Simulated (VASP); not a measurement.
**Be2P: single point with PBE**

The system is Be2P.

```
Be P
1.0
     3.08201    0.00000    0.00000
    -1.54101    2.66910    0.00000
     0.00000    0.00000    4.77712
Be P
2 1
Direct
  0.00000 0.00000 0.75000
  0.00000 0.00000 0.25000
  0.33333 0.66667 0.00000
```

This cell differs from its parent crystal: atoms taken out.

| Quantity | Value |
| --- | --- |
| Program | VASP 6.6.1 |
| Task | single point |
| Functional | PBE |
| Potentials or basis | VASP PAW PBE potentials, release 64 (Be, P) |
| Cutoff | 520 eV |
| k mesh | 6 × 6 × 4 |
| Occupations | gaussian, width 0.1 eV |
| Spin | no spin polarisation |
| Dipole correction | no |
| Further INCAR settings | ALGO = Normal; EDIFF = 1e-06; NBANDS = 12 |

```
Pressure               : 6.1 GPa
Largest force          : 0.275 eV/Å
Band gap on the k mesh : zero (an odd number of electrons rules out a gap without spin polarisation)
```

Forces in eV/Å, atoms in the order of the input:
```
Be   0.000  0.000 -0.275
Be   0.000  0.000  0.275
P    0.000  0.000  0.000
```

Stress tensor (GPa, compression positive):
```
12.27  0.00  0.00
 0.00 12.27  0.00
 0.00  0.00 -6.27
```

Levels at points of the mesh, in eV from the Fermi level:
| k point | band 2 | band 3 | band 4 | band 5 | band 6 | band 7 |
| --- | --- | --- | --- | --- | --- | --- |
| (0.00, 0.00, 0.00) | -5.11 | -3.43 | 1.44 | 1.44 | 6.11 | 6.11 |
| (0.50, 0.00, 0.00) | -7.39 | -2.96 | -1.28 | 0.11 | 1.74 | 2.60 |
| (0.00, 0.00, 0.50) | -6.88 | 0.81 | 1.56 | 1.56 | 3.57 | 6.46 |
| (0.50, 0.00, 0.50) | -7.27 | -3.97 | -1.18 | -1.12 | 3.65 | 4.30 |

Wall time 4.4 s on 1 thread of Intel(R) Xeon(R) 6975P-C (Granite Rapids), with other jobs on the host, peak memory 0.14 GiB.

Caveat: the k points lie up to 0.39 Å⁻¹ apart, too coarse for converged energies and pressures of a metal; the cell differs from its parent crystal (atoms taken out).
